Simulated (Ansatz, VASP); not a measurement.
## One calculation of NaI, two programs

```
Na I
1.0
     0.00000    3.33349    3.18785
     3.33349    0.00000    3.18785
     3.33349    3.33349    0.00000
Na I
1 1
Direct
  0.00000 0.00000 0.00000
  0.50000 0.50000 0.50000
```

Change from the starting cell: strain +0.030 along x and y, -0.015 along z, atoms carried along.

Alike in both runs: task single point; functional PBE; k mesh 6 × 6 × 6; occupations gaussian, width 0.05 eV; no spin polarisation.

|  | VASP | Ansatz |
| --- | --- | --- |
| version | VASP 6.6.1 | Ansatz 0.2.0 |
| potentials or method | VASP PAW PBE potentials, release 64 (Na_pv, I), cutoff 520 eV | scalar-relativistic, plane waves, PAW |
| valence electrons in the cell | 14 | 26 |

```tsv
	VASP	Ansatz	Ansatz less VASP
gap on the k mesh at the Fermi level (eV)	3.51	3.52	+0.003
least direct gap on the mesh (eV)	3.51	3.52	+0.003
pressure (GPa)	-0.2	-0.2	-0.01
traceless stress, the component that is largest in VASP (GPa)	0.63	0.63	-0.004
```

VASP's potentials hold 14 valence electrons a cell and Ansatz's 26, so a difference there can come from the potentials and not from the codes.

Spin-orbit coupling is off throughout.
